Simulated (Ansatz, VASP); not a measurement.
# Two plane-wave programs on AlRu

File INCAR:

```
ALGO = Fast ; EDIFF = 1E-7
ENCUT = 520 ; GGA = PE
ISIF = 2 ; ISMEAR = 0
LASPH = T ; LCHARG = F
LREAL = F ; LWAVE = F
NBANDS = 16 ; NELM = 100
PREC = Accurate ; SIGMA = 0.15
```

KPOINTS

```
k-points
0
Gamma
  16 16 16
```

File POSCAR:

```
AlRu
1.0
    2.9916000000      0.0000000000      0.0000000000
    0.0000000000      2.9916000000      0.0000000000
    0.0000000000      0.0000000000      2.9616840000
Al Ru
1 1
Direct
    0.0000000000      0.0000000000      0.0000000000
    0.5000000000      0.5000000000      0.5000000000
```

Input for Ansatz:

```yaml
crystal:
  lattice:
    - [2.9916, 0.0, 0.0]
    - [0.0, 2.9916, 0.0]
    - [0.0, 0.0, 2.961684]
  atoms:
    - { symbol: Al, position: [0.0, 0.0, 0.0] }
    - { symbol: Ru, position: [0.5, 0.5, 0.5] }
basis:
  ecutwfc: 420
kpoints:
  mp_grid: { grid: [16, 16, 16] }
hamiltonian:
  xc: pbe
scf:
  occupations: { method: gaussian, width: 0.15 }
output:
  forces: true
  stress: true
  eigenvalues: true
```

Change from the starting cell: strain -0.0100 x Voigt [0, 0, 1, 0, 0, 0], atoms carried along.

Alike in both runs: task single point; functional PBE; k mesh 16 × 16 × 16; occupations gaussian, width 0.15 eV; no spin polarisation.

|  | VASP | Ansatz |
| --- | --- | --- |
| version | VASP 6.6.1 | Ansatz 0.2.0 |
| potentials or method | VASP PAW PBE potentials, release 64 (Al, Ru_pv), cutoff 520 eV | scalar-relativistic, plane waves, PAW |
| valence electrons in the cell | 17 | 19 |

```tsv
	VASP	Ansatz	Ansatz less VASP
gap on the k mesh at the Fermi level (eV)	none	none	-
pressure (GPa)	4.8	4.8	+0.03
traceless stress, the component that is largest in VASP (GPa)	1.20	1.20	-0.001
```

A gap of «none» marks a metal or a gap that the smearing closes. VASP's potentials hold 17 valence electrons a cell and Ansatz's 19, so a difference there can come from the potentials and not from the codes.
